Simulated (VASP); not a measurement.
Write the native input for VASP 6.6.1 that does the following.

```yaml
Task: single point
Functional: PBE
Potentials_or_basis: VASP PAW PBE potentials, release 64 (Ni_sv_GW, O_h)
Cutoff: 1340 eV
k_mesh: 8 × 8 × 8
Occupations: gaussian, width 0.05 eV
Spin: collinear spin, ferromagnetic start
Starting_moments: "[1.91, 0.0] μB"
Hubbard_terms: Ni d U = 6.2 eV
Dipole_correction: no
Further_INCAR_settings: ALGO = Normal; EDIFF = 1e-06; NBANDS = 23
```

The structure of NiO lies in POSCAR:

```
NiO
1.0
    0.0000000000      2.1338354365      2.1338354365
    2.1338354365      0.0000000000      2.1338354365
    2.1338354365      2.1338354365      0.0000000000
Ni O
1 1
Direct
    0.0000000000      0.0000000000      0.0000000000
    0.5000000000      0.5000000000      0.5000000000
```

These files were run (other wordings do the same):

INCAR

```
ALGO     = Normal         # electronic algorithm
EDIFF    = 1E-6           # SCF threshold, eV
ENCUT    = 1340           # plane-wave cutoff, eV
GGA      = PE             # functional
GGA_COMPAT= F            
ISIF     = 2              # what is computed and relaxed
ISMEAR   = 0              # smearing method
ISPIN    = 2              # spin polarisation
LASPH    = T              # aspherical terms in the spheres
LCHARG   = T              # write CHGCAR
LDAU     = T              # DFT+U
LDAUJ    = 0 0          
LDAUL    = 2 -1           # shell
LDAUPRINT= 1            
LDAUTYPE = 2            
LDAUU    = 6.2 0          # U, eV
LELF     = T              # ELF
LMAXMIX  = 4              # l up to which the mixer works
LORBIT   = 11             # projections on sites
LREAL    = F              # projectors in reciprocal space
LVHAR    = T            
LWAVE    = F              # write WAVECAR
MAGMOM   = 1.91 0         # initial moments
NBANDS   = 23             # bands
NELM     = 200            # most SCF steps
PREC     = Accurate       # precision mode
SIGMA    = 0.05           # smearing width, eV
```

KPOINTS

```
k-points
0
Gamma
  8 8 8
```

Potentials or basis: VASP PAW PBE potentials, release 64 (Ni_sv_GW, O_h).

Launch:

```sh
$ cat potpaw_PBE.64/Ni_sv_GW/POTCAR potpaw_PBE.64/O_h/POTCAR > POTCAR
$ mpirun -np 1 vasp_std > vasp.out
```

Results of the run:

```json
{
  "Pressure": "-1.8 GPa",
  "Band gap on the k mesh": "2.00 eV (least direct gap 3.17 eV)",
  "Net moment": "2.00 μB per cell",
  "Site moments": "Ni +1.80; O +0.13 μB",
  "Valence electrons inside the program's atomic spheres": "Ni 16.06; O 3.35"
}
```

Caveat: a cell with one magnetic atom can't hold antiferromagnetic order, which such compounds often take.

Wall time 2.2 min on 1 thread of Intel(R) Xeon(R) Platinum 8375C CPU @ 2.90GHz (Ice Lake), on a shared host, peak memory 0.31 GiB.
